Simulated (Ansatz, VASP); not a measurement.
# Pd: VASP beside Ansatz

```
CELL_PARAMETERS angstrom
2.56959 0.00000 0.00000
0.00000 2.56959 0.00000
0.00000 0.00000 2.56959
ATOMIC_POSITIONS crystal
Pd 0.00000 0.00000 0.00000
```

Alike in both runs: functional PBEsol; k mesh 6 × 6 × 6; occupations gaussian, width 0.1 eV; no spin polarisation.

Ansatz relaxed the structure, and its values are those at the end. VASP's run is a single point on that final structure, the one shown.

|  | VASP | Ansatz |
| --- | --- | --- |
| version | VASP 6.6.1 | Ansatz 0.2.0 |
| potentials or method | VASP PAW PBE potentials, release 64 (Pd), cutoff 520 eV | scalar-relativistic, plane waves, PAW |
| valence electrons in the cell | 10 | 18 |

Ansatz gave:

| Quantity | Value |
| --- | --- |
| gap on the k mesh at the Fermi level (eV) | none |
| pressure (GPa) | 0.0 |

Question: Which values does VASP return?

Answer: gap on the k mesh at the Fermi level (eV): none; pressure (GPa): -0.4.

VASP's potentials were made for PBE, not for PBEsol. A gap of «none» marks a metal or a gap that the smearing closes. VASP's potentials hold 10 valence electrons a cell and Ansatz's 18, so a difference there can come from the potentials and not from the codes.

The k mesh is coarse, so the values compare programs but aren't converged.
